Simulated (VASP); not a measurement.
# LiH in VASP: further runs

Runs on LiH. Level: PBE. Tasks: single point.

Program: VASP 6.6.1. These are calculated values, not measurements. Logs are shortened: lines on timing, memory, paths and dates and some standing lists are left out, and cuts for length are marked.

**1. The cell of the first run**

The cell holds a sheet with vacuum, 8 atoms: a = 5.523 Å, b = 2.762 Å, c = 29.137 Å, α = 90.00°, β = 90.00°, γ = 90.00°.

**2. Single point, PBE**

Input file INCAR:

```
SYSTEM = LiH
  ALGO = Normal
  DIPOL = 0.5 0.5 0.292
  EDIFF = 1E-6
  ENCUT = 650
  GGA = PE
  GGA_COMPAT = .False.
  IDIPOL = 3
  ISIF = 2
  ISMEAR = 0
  LASPH = .True.
  LCHARG = .False.
  LDIPOL = .True.
  LREAL = .False.
  LWAVE = .False.
  NBANDS = 18
  NELM = 120
  NELMDL = -8
  PREC = Accurate
  SIGMA = 0.1
```

Input file KPOINTS:

```
k-points
0
Gamma
  4 6 1
  0 0 0
```

Input file POSCAR:

```
LiH
1.0
    5.5234210087      0.0000000000      0.0000000000
    0.0000000000      2.7617105043      0.0000000000
    0.0000000000      0.0000000000     29.1370357600
Li H
4 4
Direct
    0.2500000000      0.0000000000      0.2590059405
    0.7500000000      0.0000000000      0.2590059405
    0.5000000000      0.5000000000      0.3244439388
    0.0000000000      0.5000000000      0.3244439388
    0.2500000000      0.0000000000      0.3264380973
    0.7500000000      0.0000000000      0.3264380973
    0.0000000000      0.5000000000      0.2570117821
    0.5000000000      0.5000000000      0.2570117821
```

Potentials or basis: VASP PAW PBE potentials, release 64 (Li_sv, H).

Run with:

```console
cat potpaw_PBE.64/Li_sv/POTCAR potpaw_PBE.64/H/POTCAR > POTCAR
mpirun -np 1 vasp_std > vasp.out
```

OUTCAR:

```text
SYSTEM = LiH
   EDIFF = 1E-6
   ENCUT = 650
   GGA = PE
   ISIF = 2
   ISMEAR = 0
   LASPH = .True.
   LREAL = .False.
   NELM = 120
   NELMDL = -8
   PREC = Accurate

 ion  position               nearest neighbor table
   1  0.250  0.000  0.259-
   2  0.750  0.000  0.259-
   3  0.500  0.500  0.324-
   4  0.000  0.500  0.324-
   5  0.250  0.000  0.326-
   6  0.750  0.000  0.326-
   7  0.000  0.500  0.257-
   8  0.500  0.500  0.257-

  LATTYP: Found a simple orthorhombic cell.
 ALAT       =     2.7617105043
 B/A-ratio  =     2.0000000000
 C/A-ratio  =    10.5503584516

  Lattice vectors:

 A1 = (   0.0000000000,  -2.7617105043,   0.0000000000)
 A2 = (   5.5234210087,   0.0000000000,   0.0000000000)
 A3 = (   0.0000000000,   0.0000000000,  29.1370357600)

Analysis of symmetry for initial positions (statically):
=====================================================================
 Subroutine PRICEL returns following result:

  LATTYP: Found a simple tetragonal cell.
 ALAT       =     2.7617105043
 C/A-ratio  =    10.5503584514

  Lattice vectors:

 A1 = (   2.7617105043,   0.0000000000,   0.0000000000)
 A2 = (   0.0000000000,   2.7617105043,   0.0000000000)
 A3 = (   0.0000000000,   0.0000000000,  29.1370357600)

   2 primitive cells build up your supercell.

 Routine SETGRP: Setting up the symmetry group for a
 simple orthorhombic supercell.

 Subroutine GETGRP returns: Found  8 space group operations
 (whereof  4 operations were pure point group operations)
 out of a pool of  8 trial point group operations.

The static configuration has the point symmetry C_2v.
 The point group associated with its full space group is D_2h.

Analysis of symmetry for dynamics (positions and initial velocities):
=====================================================================
 Subroutine PRICEL returns following result:

[... 112 lines left out ...]
   LREAL  =      F    real-space projection
   EDIFFG = 0.1E-04   stopping-criterion for IOM
   NSW    =      0    number of steps for IOM
   IBRION =     -1    ionic relax: 0-MD 1-quasi-New 2-CG
   NFREE  =      0    steps in history (QN), initial steepest desc. (CG)
   ISIF   =      2    stress and relaxation
   ISYM   =      2    0-nonsym 1-usesym 2-fastsym
   POTIM  = 0.5000    time-step for ionic-motion
   TEBEG  =    0.0;   TEEND  =   0.0 temperature during run
   PSTRESS=    0.0 pullay stress
   NELECT =      16.0000    total number of electrons
   NUPDOWN=      -1.0000    fix difference up-down
   EMIN   =  10.00;   EMAX   =-10.00  energy-range for DOS
   EFERMI =   0.00;   METHOD = LEGACY
   ISMEAR =     0;   SIGMA  =   0.10  broadening in eV -4-tet -1-fermi 0-gaus
   EFERMI_NEDOS =   21; number of points for ismear=-14 and -15
   IALGO  =     38    algorithm
   IMIX   =      4    mixing-type and parameters
     AMIX     =   0.40;   BMIX     =  1.00
     AMIX_MAG =   1.60;   BMIX_MAG =  1.00
  volume/ion in A,a.u.               =      55.56       374.92
  Fermi-wavevector in a.u.,A,eV,Ry     =   0.540552  1.021495  3.975577  0.292197
  Thomas-Fermi vector in A             =   1.567735
   LORBIT       =      0    0 simple, 1 ext, 2 COOP (PROOUT), +10 PAW based schemes
   GGA     = PE    functional components
   LHFCALC =     F    Hartree Fock is set to
   AEXX    =    0.0000 exact exchange contribution
   IVDW    =     0    specifies the selected vdW correction
   LEPSILON=     F    determine dielectric tensor
   LRPA    =     F    only Hartree local field effects (RPA)
 non-spin polarized calculation
 Gauss-broadening in eV      SIGMA  =   0.10
  energy-cutoff  :      650.00
  volume of cell :      444.46
 maximum number of plane-waves:     16856
 NGX is ok and might be reduce to    48
   NGX = 23   NGY = 11   NGZ =121

 dipolmoment           0.000000      0.000000     -0.000001 electrons x Angstroem

 number of electron      16.0000015 magnetization

 dipolmoment           0.000000      0.000000      0.000001 electrons x Angstroem

 Free energy of the ion-electron system (eV)
  ---------------------------------------------------
  ext. energy  EPLUGINS =         0.00000000
  ---------------------------------------------------
  free energy    TOTEN  =       -23.88421952 eV

  energy without entropy =      -23.88421952  energy(sigma->0) =      -23.88421952

 E-fermi :  -2.7218     XC(G=0):  -1.6484

 val. band max:       -3.2973806168   @ k =   0.0000   0.5000   0.0000
 cond. band min:      -1.2482097007   @ k =   0.0000   0.0000   0.0000
 fundamental gap:      2.0491709161
 Fermi energy:        -2.7218108468

 k-point     1 :       0.0000    0.0000    0.0000
  band No.  band energies     occupation
      1     -48.0828      2.00000
      2     -48.0401      2.00000
      3     -48.0401      2.00000
      4     -48.0386      2.00000
      5      -8.2860      2.00000
      6      -6.0547      2.00000
[... 229 lines left out ...]
      5      -5.0596      2.00000
      6      -5.0596      2.00000
[... 10 lines left out ...]
     17       5.3856      0.00000
     18       5.3857      0.00000

------------------------ aborting loop because EDIFF is reached ----------------------------------------

 vacuum level on the upper side and lower side of the slab       (xc-potential included)        -0.007        -0.007

  FORCE on cell =-STRESS in cart. coord.  units (eV):
  Direction    XX          YY          ZZ          XY          YZ          ZX
  --------------------------------------------------------------------------------------
  -------------------------------------------------------------------------------------
  Total       -0.1012789     -0.0986354     -0.1227745      0.0000000      0.0000000      0.0000000
  in kB       -0.3650882     -0.3555591     -0.4425750      0.0000000      0.0000000      0.0000000
  external PRESSURE =      -0.3877408 kB  Pullay stress =       0.0000000 kB

 VOLUME and BASIS-vectors are now :
 -----------------------------------------------------------------------------
  energy-cutoff  :      650.00
  volume of cell :      444.46
      direct lattice vectors                 reciprocal lattice vectors
     5.523421009  0.000000000  0.000000000     0.181047217  0.000000000  0.000000000
     0.000000000  2.761710504  0.000000000     0.000000000  0.362094433  0.000000000
     0.000000000  0.000000000 29.137035760     0.000000000  0.000000000  0.034320581

 POSITION                                       TOTAL-FORCE (eV/Angst)
 -----------------------------------------------------------------------------------
      1.38086      0.00000      7.54667         0.000000     -0.000000      0.001293
      4.14257      0.00000      7.54667        -0.000000     -0.000000      0.001293
      2.76171      1.38086      9.45333        -0.000000     -0.000000     -0.001293
      0.00000      1.38086      9.45333        -0.000000     -0.000000     -0.001293
      1.38086      0.00000      9.51144        -0.000000      0.000000     -0.005217
      4.14257      0.00000      9.51144        -0.000000     -0.000000     -0.005217
      0.00000      1.38086      7.48856        -0.000000     -0.000000      0.005217
      2.76171      1.38086      7.48856        -0.000000     -0.000000      0.005217
 -----------------------------------------------------------------------------------
    total drift:                                0.000000     -0.000000     -0.000009

  FREE ENERGIE OF THE ION-ELECTRON SYSTEM (eV)
  ---------------------------------------------------
  free  energy   TOTEN  =       -23.8842195226 eV

  energy  without entropy=      -23.8842195226  energy(sigma->0) =      -23.88421952

 vacuum level on the upper side and lower side of the slab         0.643         0.643
```

OSZICAR:

```text
N       E                     dE             d eps       ncg     rms          rms(c)
DAV:   1     0.618759096139E+02    0.61876E+02   -0.78823E+03   504   0.751E+02
DAV:   2    -0.808925402752E+01   -0.69965E+02   -0.65228E+02   596   0.184E+02
DAV:   3    -0.215426938963E+02   -0.13453E+02   -0.13243E+02   732   0.560E+01
[... 18 lines left out ...]
DAV:  22    -0.238841892516E+02   -0.18197E-04   -0.40412E-07   440   0.270E-03    0.132E-03
DAV:  23    -0.238842123676E+02   -0.23116E-04   -0.34486E-07   402   0.194E-03    0.326E-04
DAV:  24    -0.238842179715E+02   -0.56039E-05   -0.53200E-08   396   0.830E-04    0.185E-04
DAV:  25    -0.238842191805E+02   -0.12090E-05   -0.20300E-08   418   0.495E-04    0.576E-05
DAV:  26    -0.238842195226E+02   -0.34211E-06   -0.58201E-09   446   0.314E-04
   1 F= -.23884220E+02 E0= -.23884220E+02  d E =-.192591E-16
```

Wall time 3.1 min (1 thread of Intel Xeon Platinum 8559C (Emerald Rapids), shared host); peak memory 0.62 GiB.

What came out:

| Item | Value |
| --- | --- |
| Free energy | -23.8842 eV |
| Largest force | 0.005 eV/Å |
| Band gap on the k mesh | 2.05 eV |

Forces in eV/Å, atoms in the order of the input:
```
Li   0.000  0.000  0.001
Li   0.000  0.000  0.001
Li   0.000  0.000 -0.001
Li   0.000  0.000 -0.001
H    0.000  0.000 -0.005
H    0.000  0.000 -0.005
H    0.000  0.000  0.005
H    0.000  0.000  0.005
```

Levels at points of the mesh, in eV from the valence-band top:
| k point | band 4 | band 5 | band 6 | band 7 | band 8 | band 9 | band 10 | band 11 | band 12 | band 13 |
| --- | --- | --- | --- | --- | --- | --- | --- | --- | --- | --- |
| (0.00, 0.00, 0.00) | -44.74 | -4.99 | -2.76 | -2.76 | -2.69 | 2.05 | 3.47 | 3.96 | 4.33 | 4.40 |
| (0.50, 0.00, 0.00) | -44.74 | -4.31 | -4.31 | -2.33 | -2.33 | 3.27 | 3.27 | 4.33 | 4.33 | 5.19 |
| (0.00, 0.50, 0.00) | -44.72 | -2.76 | -2.76 | 0.00 | 0.00 | 3.79 | 3.79 | 5.18 | 5.18 | 7.00 |
| (0.50, 0.50, 0.00) | -44.73 | -1.76 | -1.76 | -1.76 | -1.76 | 5.25 | 5.25 | 5.25 | 5.25 | 8.17 |

**3. Single point, PBE**

Input file INCAR:

```
SYSTEM = LiH
PREC     = Accurate       ! precision mode
ENCUT    = 650            ! plane-wave cutoff, eV
EDIFF    = 1E-6           ! SCF threshold, eV
ISMEAR   = 0              ! smearing method
SIGMA    = 0.1            ! smearing width, eV
LREAL    = .False.        ! projectors in reciprocal space
LASPH    = .True.         ! aspherical terms in the spheres
NELM     = 120            ! most SCF steps
ALGO     = Normal         ! electronic algorithm
ISIF     = 2              ! what is computed and relaxed
LWAVE    = .False.        ! write WAVECAR
LCHARG   = .True.         ! write CHGCAR
LDIPOL   = .True.       
IDIPOL   = 3            
DIPOL    = 0.5 0.5 0.292
GGA      = PE             ! functional
LELF     = .True.         ! ELF
LVHAR    = .True.       
LVACPOTAV= .True.       
NBANDS   = 18             ! bands
GGA_COMPAT= .False.      
NELMDL   = -8
```

Input file KPOINTS:

```
regular mesh
0
Gamma
  4 6 1
  0 0 0
```

Input file POSCAR:

```
LiH
1.0
    5.5198610223      0.0031203800      0.0000000000
    0.0015958112      2.7601385603      0.0000000000
    0.0000000000      0.0000000000     29.1370357600
Li H
4 4
Direct
    0.2500190543      0.0001258431      0.2590134461
    0.7499441647     -0.0002222633      0.2590079801
    0.5000608741      0.5000700492      0.3244576354
    0.0000295259      0.5001341777      0.3244200587
    0.2500335903     -0.0001162421      0.3264032468
    0.7499750299      0.0001581622      0.3264466176
   -0.0000464446      0.4998909895      0.2570460379
    0.4999842053      0.4999592837      0.2570044949
```

Potentials or basis: VASP PAW PBE potentials, release 64 (Li_sv, H).

Run with:

```console
cat potpaw_PBE.64/Li_sv/POTCAR potpaw_PBE.64/H/POTCAR > POTCAR
mpirun -np 1 vasp_std > vasp.out
```

Run time: 3.7 min. Hardware: 1 thread of Intel Xeon Platinum 8559C (Emerald Rapids), shared host; peak memory 0.63 GiB.

It converged, with:

```
Free energy            : -23.8842 eV
Largest force          : 0.006 eV/Å
Band gap on the k mesh : 2.04 eV
```

Forces in eV/Å, atoms in the order of the input:
```
Li   0.000 -0.001  0.000
Li   0.000  0.001  0.001
Li  -0.001  0.000 -0.002
Li   0.000 -0.001  0.001
H    0.000  0.001 -0.003
H    0.001 -0.001 -0.005
H    0.000  0.001  0.003
H    0.000  0.000  0.006
```

Levels at points of the mesh, in eV from the valence-band top:
```tsv
k point	band 6	band 7	band 8	band 9	band 10	band 11
(0.00, 0.00, 0.00)	-2.76	-2.76	-2.70	2.04	3.47	3.93
(0.50, 0.00, 0.00)	-4.32	-2.34	-2.34	3.26	3.26	4.33
(0.00, 0.50, 0.00)	-2.76	0.00	0.00	3.78	3.80	5.18
(0.50, 0.50, 0.00)	-1.77	-1.77	-1.77	5.25	5.25	5.25
```
